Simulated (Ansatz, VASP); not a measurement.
One calculation of TiB2, two programs

The input INCAR:

```
SYSTEM = TiB2
PREC     = Accurate       ! precision mode
ENCUT    = 600            ! plane-wave cutoff, eV
EDIFF    = 1E-6           ! SCF threshold, eV
ISMEAR   = -1             ! smearing method
SIGMA    = 0.05           ! smearing width, eV
LREAL    = .False.        ! projectors in reciprocal space
LASPH    = .True.         ! aspherical terms in the spheres
NELM     = 150            ! most SCF steps
ALGO     = Normal         ! electronic algorithm
ISIF     = 3              ! what is computed and relaxed
LWAVE    = .False.        ! write WAVECAR
LCHARG   = .False.        ! write CHGCAR
LMAXMIX  = 4              ! l up to which the mixer works
LDAU     = .True.         ! DFT+U
LDAUTYPE = 2            
LDAUL    = 2 -1           ! shell
LDAUU    = 3 0            ! U, eV
LDAUJ    = 0 0          
LDAUPRINT= 1            
GGA      = PE             ! functional
IBRION   = 2              ! ionic algorithm
NSW      = 60             ! ionic steps
EDIFFG   = -0.01          ! ionic threshold
```

KPOINTS

```
regular mesh
0
Gamma
  10 10 8
  0 0 0
```

The input POSCAR:

```
TiB2
1.0
    3.0292000000      0.0000000000      0.0000000000
   -1.5146000000      2.6233641531      0.0000000000
    0.0000000000      0.0000000000      3.2284000000
Ti B
1 2
Direct
    0.0000000000      0.0000000000      0.0000000000
    0.6666666667      0.3333333333      0.5000000000
    0.3333333333      0.6666666667      0.5000000000
```

File input.yaml:

```yaml
crystal:
  lattice:
    - [3.0292, 0.0, 0.0]
    - [-1.5146, 2.6233641531, 0.0]
    - [0.0, 0.0, 3.2284]
  atoms:
    - { symbol: Ti, position: [0.0, 0.0, 0.0] }
    - { symbol: B, position: [0.6666666667, 0.3333333333, 0.5] }
    - { symbol: B, position: [0.3333333333, 0.6666666667, 0.5] }
hamiltonian:
  xc: pbe
  pseudopotentials: { kind: paw }
  hubbard: { sites: [{ species: Ti, l: d, u_eff: 3.0 }] }
kpoints:
  mp_grid: { grid: [10, 10, 8] }
scf:
  occupations: { method: fermi_dirac, width: 0.05 }
output:
  forces: true
  stress: true
  eigenvalues: true
relax:
  f_tol: 0.01
  max_steps: 40
  cell: { stress_tol: 0.05 }
```

Alike in both runs: task relaxation of cell and atoms; functional PBE; k mesh 10 × 10 × 8; occupations fermi-dirac, width 0.05 eV; no spin polarisation; Hubbard terms Ti d U = 3.0 eV.

|  | VASP | Ansatz |
| --- | --- | --- |
| version | VASP 6.6.1 | Ansatz 0.2.0 |
| potentials or method | VASP PAW PBE potentials, release 64 (Ti_sv, B) | Ansatz PAW |
| plane-wave cutoff (eV) | 600 | 420 |
| valence electrons in the cell | 18 | 18 |

Ansatz gave:

```
gap on the k mesh at the Fermi level, each at its own relaxed structure (eV) : none
relaxed volume (Å³/atom)                                                     : 8.66
relaxed cell length with the largest relative difference (Å)                 : 3.257
```

Question: What did VASP give for the same quantities?

Answer: gap on the k mesh at the Fermi level, each at its own relaxed structure (eV): none; relaxed volume (Å³/atom): 8.78; relaxed cell length with the largest relative difference (Å): 3.277.

The programs project onto different local orbitals, so the same U acts differently, and such runs can settle in different states. A gap of «none» marks a metal or a gap that the smearing closes.

Noted on Ansatz's run: the plane-wave basis is chosen anew once the cell has moved, so the energies of steps on either side of that aren't comparable.
